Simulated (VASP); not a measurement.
# HfN (P1) in VASP: single point with PBEsol

Aim: the single point of HfN with PBEsol.

Program: VASP 6.6.1. These are calculated values, not measurements. Logs are shortened: lines on timing, memory, paths and dates and some standing lists are left out, and cuts for length are marked.

### 1 The cell of the first run

The typed cell holds 2 atoms: a = 3.442 Å, b = 3.442 Å, c = 3.442 Å, α = 60.00°, β = 60.00°, γ = 60.00°.

### 2 Single point, PBEsol (atoms moved at random)

Contents of INCAR:

```
PREC     = Accurate       # precision mode
ENCUT    = 520            # plane-wave cutoff, eV
EDIFF    = 1E-7           # SCF threshold, eV
ISMEAR   = 0              # smearing method
SIGMA    = 0.15           # smearing width, eV
LREAL    = False          # projectors in reciprocal space
LASPH    = True           # aspherical terms in the spheres
NELM     = 100            # most SCF steps
ALGO     = Normal         # electronic algorithm
ISIF     = 2              # what is computed and relaxed
LWAVE    = False          # write WAVECAR
LCHARG   = False          # write CHGCAR
GGA      = PS             # functional
NBANDS   = 14             # bands
```

Contents of KPOINTS:

```
Automatic mesh
0
Gamma
  12 12 12
```

Contents of POSCAR:

```
HfN
1.0
    0.0000000000      2.4335341244      2.4335341244
    2.4335341244      0.0000000000      2.4335341244
    2.4335341244      2.4335341244      0.0000000000
Hf N
1 1
Direct
    0.0032166289     -0.0010263497     -0.0019717120
    0.7467833711      0.7510263497      0.7519717120
```

Potentials or basis: VASP PAW PBE potentials, release 64 (Hf_pv, N).

The run is started by

```
$ cat potpaw_PBE.64/Hf_pv/POTCAR potpaw_PBE.64/N/POTCAR > POTCAR
$ mpirun -np 1 vasp_std > vasp.out
```

OUTCAR:

```text
PREC = Accurate
   ENCUT = 520
   EDIFF = 1E-7
   ISMEAR = 0
   LREAL = False
   LASPH = True
   NELM = 100
   ISIF = 2
   GGA = PS

 ion  position               nearest neighbor table
   1  0.003  0.999  0.998-   2 2.09   2 2.11   2 2.11   2 2.12
   2  0.747  0.751  0.752-   1 2.09   1 2.11   1 2.11   1 2.12

  LATTYP: Found a face centered cubic cell.
 ALAT       =     4.8670682488

  Lattice vectors:

 A1 = (   0.0000000000,   2.4335341244,   2.4335341244)
 A2 = (   2.4335341244,   0.0000000000,   2.4335341244)
 A3 = (   2.4335341244,   2.4335341244,   0.0000000000)

Analysis of symmetry for initial positions (statically):
=====================================================================
 Subroutine PRICEL returns:
 Original cell was already a primitive cell.

 Routine SETGRP: Setting up the symmetry group for a
 face centered cubic supercell.

 Subroutine GETGRP returns: Found  1 space group operations
 (whereof  1 operations were pure point group operations)
 out of a pool of 48 trial point group operations.

The static configuration has the point symmetry C_1 .

Analysis of symmetry for dynamics (positions and initial velocities):
=====================================================================
 Subroutine PRICEL returns:
 Original cell was already a primitive cell.

 Routine SETGRP: Setting up the symmetry group for a
 face centered cubic supercell.

 Subroutine GETGRP returns: Found  1 space group operations
 (whereof  1 operations were pure point group operations)
 out of a pool of 48 trial point group operations.

The dynamic configuration has the point symmetry C_1 .

 Subroutine INISYM returns: Found  1 space group operations
 (whereof  1 operations are pure point group operations),
 and found     1 'primitive' translations

----------------------------------------------------------------------------------------

                                     Primitive cell

  volume of cell :      28.8232

  direct lattice vectors                    reciprocal lattice vectors
     0.000000000  2.433534124  2.433534124    -0.205462498  0.205462498  0.205462498
     2.433534124  0.000000000  2.433534124     0.205462498 -0.205462498  0.205462498
     2.433534124  2.433534124  0.000000000     0.205462498  0.205462498 -0.205462498

  length of vectors
     3.441536963  3.441536963  3.441536963     0.355871485  0.355871485  0.355871485

  position of ions in fractional coordinates (direct lattice)
     0.003216629  0.998973650  0.998028288
     0.746783371  0.751026350  0.751971712

  ion indices of the primitive-cell ions
   primitive index   ion index
                 1           1
                 2           2

----------------------------------------------------------------------------------------

 KPOINTS: Automatic mesh

Automatic generation of k-mesh.
 Grid dimensions read from file:
 generate k-points for:   12   12   12

 Generating k-lattice:

  Cartesian coordinates                     Fractional coordinates (reciprocal lattice)
    -0.017121875  0.017121875  0.017121875     0.083333333  0.000000000  0.000000000
     0.017121875 -0.017121875  0.017121875     0.000000000  0.083333333  0.000000000
     0.017121875  0.017121875 -0.017121875     0.000000000  0.000000000  0.083333333

  Length of vectors
     0.029655957  0.029655957  0.029655957

  Shift w.r.t. Gamma in fractional coordinates (k-lattice)
     0.000000000  0.000000000  0.000000000

 Subroutine IBZKPT returns following result:
 ===========================================

 Found    868 irreducible k-points:

 Following reciprocal coordinates:
            Coordinates               Weight
  0.000000  0.000000  0.000000      1.000000
  0.083333  0.000000  0.000000      2.000000
  0.000000  0.083333  0.000000      2.000000
  0.000000  0.000000  0.083333      2.000000
  0.083333  0.083333  0.083333      2.000000
  0.166667  0.000000  0.000000      2.000000
[... 16 lines left out ...]
  0.000000  0.500000  0.000000      1.000000
  0.000000  0.000000  0.500000      1.000000
 [... further k-points ...]
   k-points           NKPTS =    868   k-points in BZ     NKDIM =    868   number of bands    NBANDS=     14
   number of dos      NEDOS =    301   number of ions     NIONS =      2
   total plane-waves  NPLWV =  21952
   dimension x,y,z NGX =    28 NGY =   28 NGZ =   28
   dimension x,y,z NGXF=    56 NGYF=   56 NGZF=   56
   ions per type =               1   1
   NGX,Y,Z   is equivalent  to a cutoff of  13.53, 13.53, 13.53 a.u.
   NGXF,Y,Z  is equivalent  to a cutoff of  27.05, 27.05, 27.05 a.u.
 SYSTEM =  unknown system
   PREC   = accura    normal or accurate (medium, high low for compatibility)
   ISTART =      0    job   : 0-new  1-cont  2-samecut
   ICHARG =      2    charge: 1-file 2-atom 10-const
   ISPIN  =      1    spin polarized calculation?
   LNONCOLLINEAR =      F non collinear calculations
   LSORBIT =      F    spin-orbit coupling
   LASPH  =      T    aspherical Exc in radial PAW
   ENCUT  =  520.0 eV  38.22 Ry    6.18 a.u.   6.40  6.40  6.40*2*pi/ulx,y,z
   NELM   =    100;   NELMIN=  2; NELMDL= -5     # of ELM steps
   EDIFF  = 0.1E-06   stopping-criterion for ELM
   LREAL  =      F    real-space projection
   EDIFFG = 0.1E-05   stopping-criterion for IOM
   NSW    =      0    number of steps for IOM
   IBRION =     -1    ionic relax: 0-MD 1-quasi-New 2-CG
   NFREE  =      0    steps in history (QN), initial steepest desc. (CG)
   ISIF   =      2    stress and relaxation
   ISYM   =      2    0-nonsym 1-usesym 2-fastsym
   POTIM  = 0.5000    time-step for ionic-motion
   TEBEG  =    0.0;   TEEND  =   0.0 temperature during run
   PSTRESS=    0.0 pullay stress
   NELECT =      15.0000    total number of electrons
   NUPDOWN=      -1.0000    fix difference up-down
   EMIN   =  10.00;   EMAX   =-10.00  energy-range for DOS
   EFERMI =   0.00;   METHOD = LEGACY
   ISMEAR =     0;   SIGMA  =   0.15  broadening in eV -4-tet -1-fermi 0-gaus
   EFERMI_NEDOS =   21; number of points for ismear=-14 and -15
   IALGO  =     38    algorithm
   IMIX   =      4    mixing-type and parameters
     AMIX     =   0.40;   BMIX     =  1.00
     AMIX_MAG =   1.60;   BMIX_MAG =  1.00
  volume/ion in A,a.u.               =      14.41        97.25
  Fermi-wavevector in a.u.,A,eV,Ry     =   1.316814  2.488418 23.592495  1.733999
  Thomas-Fermi vector in A             =   2.446900
   LORBIT       =      0    0 simple, 1 ext, 2 COOP (PROOUT), +10 PAW based schemes
   GGA     = PS    functional components
   LHFCALC =     F    Hartree Fock is set to
   AEXX    =    0.0000 exact exchange contribution
   IVDW    =     0    specifies the selected vdW correction
   LEPSILON=     F    determine dielectric tensor
   LRPA    =     F    only Hartree local field effects (RPA)
 non-spin polarized calculation
 Gauss-broadening in eV      SIGMA  =   0.15
  energy-cutoff  :      520.00
  volume of cell :       28.82
 maximum number of plane-waves:       794
 NGX is ok and might be reduce to    28
   NGX = 13   NGY = 13   NGZ = 13

 number of electron      15.0000002 magnetization

 Free energy of the ion-electron system (eV)
  ---------------------------------------------------
  ext. energy  EPLUGINS =         0.00000000
  ---------------------------------------------------
  free energy    TOTEN  =       -22.26590070 eV

  energy without entropy =      -22.25519551  energy(sigma->0) =      -22.26054811

 E-fermi :   5.8090     XC(G=0): -11.5216

 val. band max:        5.8081533056   @ k =  -0.3333   0.2500   0.0833
 cond. band min:       5.8095759166   @ k =   0.4167  -0.1667   0.0833
 fundamental gap:      0.0014226111
 Fermi energy:         5.8090498554

 k-point     1 :       0.0000    0.0000    0.0000
  band No.  band energies     occupation
      1     -25.1626      2.00000
      2     -25.1597      2.00000
      3     -25.1588      2.00000
      4     -10.4280      2.00000
      5       0.2001      2.00000
      6       0.2374      2.00000
      7       0.2526      2.00000
      8       5.1340      2.00000
      9       8.0675      0.00000
     10       8.0678      0.00000
     11      12.4621      0.00000
     12      12.5276      0.00000
     13      12.6975      0.00000
     14      18.2337      0.00000

 k-point     2 :       0.0833    0.0000    0.0000
  band No.  band energies     occupation
      1     -25.2005      2.00000
      2     -25.1645      2.00000
      3     -25.1635      2.00000
      4     -10.3373      2.00000
      5       0.0455      2.00000
      6       0.2933      2.00000
      7       0.3068      2.00000
      8       5.5130      1.99475
      9       7.9371      0.00000
     10       7.9377      0.00000
     11      12.4941      0.00000
     12      12.6542      0.00000
     13      12.7129      0.00000
     14      18.0295      0.00000

 k-point     3 :       0.0000    0.0833    0.0000
  band No.  band energies     occupation
      1     -25.1969      2.00000
      2     -25.1670      2.00000
      3     -25.1638      2.00000
      4     -10.3401      2.00000
      5       0.0802      2.00000
      6       0.2601      2.00000
      7       0.2964      2.00000
      8       5.5192      1.99372
      9       7.9446      0.00000
     10       7.9457      0.00000
     11      12.3190      0.00000
     12      12.6821      0.00000
     13      12.8558      0.00000
     14      18.1182      0.00000
[... 324 lines left out ...]
 k-point    23 :       0.0000    0.5000    0.0000
  band No.  band energies     occupation
      1     -25.6834      2.00000
      2     -25.2326      2.00000
      3     -25.2279      2.00000
      4      -9.2807      2.00000
      5       0.0241      2.00000
      6       0.8005      2.00000
      7       0.8502      2.00000
      8       7.4281      0.00000
      9       8.5133      0.00000
     10       8.6655      0.00000
     11      10.0770      0.00000
     12      11.2421      0.00000
     13      11.2676      0.00000
     14      15.3991      0.00000

 k-point    24 :       0.0000    0.0000    0.5000
  band No.  band energies     occupation
      1     -25.6809      2.00000
      2     -25.2324      2.00000
      3     -25.2283      2.00000
      4      -9.2899      2.00000
      5       0.0236      2.00000
      6       0.7903      2.00000
      7       0.8326      2.00000
      8       7.4594      0.00000
      9       8.5285      0.00000
     10       8.6578      0.00000
     11      10.0791      0.00000
     12      11.2779      0.00000
     13      11.2999      0.00000
     14      15.3612      0.00000

 [... further k-points ...]

------------------------ aborting loop because EDIFF is reached ----------------------------------------

  FORCE on cell =-STRESS in cart. coord.  units (eV):
  Direction    XX          YY          ZZ          XY          YZ          ZX
  --------------------------------------------------------------------------------------
  -------------------------------------------------------------------------------------
  Total       -0.1295420     -0.1273056     -0.1283064     -0.1187117      0.1604494     -0.0710835
  in kB       -7.2007694     -7.0764558     -7.1320887     -6.5987491      8.9187990     -3.9512711
  external PRESSURE =      -7.1364380 kB  Pullay stress =       0.0000000 kB

 VOLUME and BASIS-vectors are now :
 -----------------------------------------------------------------------------
  energy-cutoff  :      520.00
  volume of cell :       28.82
      direct lattice vectors                 reciprocal lattice vectors
     0.000000000  2.433534124  2.433534124    -0.205462498  0.205462498  0.205462498
     2.433534124  0.000000000  2.433534124     0.205462498 -0.205462498  0.205462498
     2.433534124  2.433534124  0.000000000     0.205462498  0.205462498 -0.205462498

 POSITION                                       TOTAL-FORCE (eV/Angst)
 -----------------------------------------------------------------------------------
      4.85977      2.43656      2.43886         0.165524     -0.073841     -0.122543
      3.65760      3.64727      3.64497        -0.165524      0.073841      0.122543
 -----------------------------------------------------------------------------------
    total drift:                               -0.000062      0.000032      0.000050

  FREE ENERGIE OF THE ION-ELECTRON SYSTEM (eV)
  ---------------------------------------------------
  free  energy   TOTEN  =       -22.2659007041 eV

  energy  without entropy=      -22.2551955137  energy(sigma->0) =      -22.26054811
```

Wall time 3.2 min (1 thread of Intel Xeon Platinum 8488C (Sapphire Rapids), shared host); peak memory 0.47 GiB.

What came out:

| Item | Value |
| --- | --- |
| Free energy | -22.2659 eV |
| Pressure | -0.7 GPa |
| Largest force | 0.219 eV/Å |
| Band gap on the k mesh | zero (an odd number of electrons rules out a gap without spin polarisation) |

Forces on the atoms (eV/Å):
```
Hf   0.166 -0.074 -0.123
N   -0.166  0.074  0.123
```

Stress tensor (GPa, compression positive):
```
-0.72 -0.66 -0.40
-0.66 -0.71  0.89
-0.40  0.89 -0.71
```

Levels at points of the mesh, in eV from the Fermi level:
```csv
k point,band 5,band 6,band 7,band 8,band 9,band 10
"(0.00, 0.00, 0.00)",-5.61,-5.57,-5.56,-0.68,2.26,2.26
"(0.50, 0.00, 0.00)",-5.78,-4.93,-4.91,1.47,2.74,2.79
"(0.00, 0.50, 0.00)",-5.78,-5.01,-4.96,1.62,2.70,2.86
"(0.00, 0.00, 0.50)",-5.79,-5.02,-4.98,1.65,2.72,2.85
"(0.50, 0.50, 0.50)",-5.78,-5.00,-4.95,1.59,2.70,2.86
"(0.50, 0.50, 0.00)",-7.07,-3.64,-3.62,-1.16,2.21,4.14
"(0.00, 0.50, 0.50)",-7.07,-3.65,-3.61,-1.16,2.22,4.14
"(0.50, 0.00, 0.50)",-7.07,-3.64,-3.62,-1.16,2.21,4.14
```

Caveat: the cell differs from its parent crystal (atoms moved at random); the PAW data sets were made with another functional, which shifts forces and pressure a little; spin-orbit coupling is left out, which moves the levels of the heavy elements.
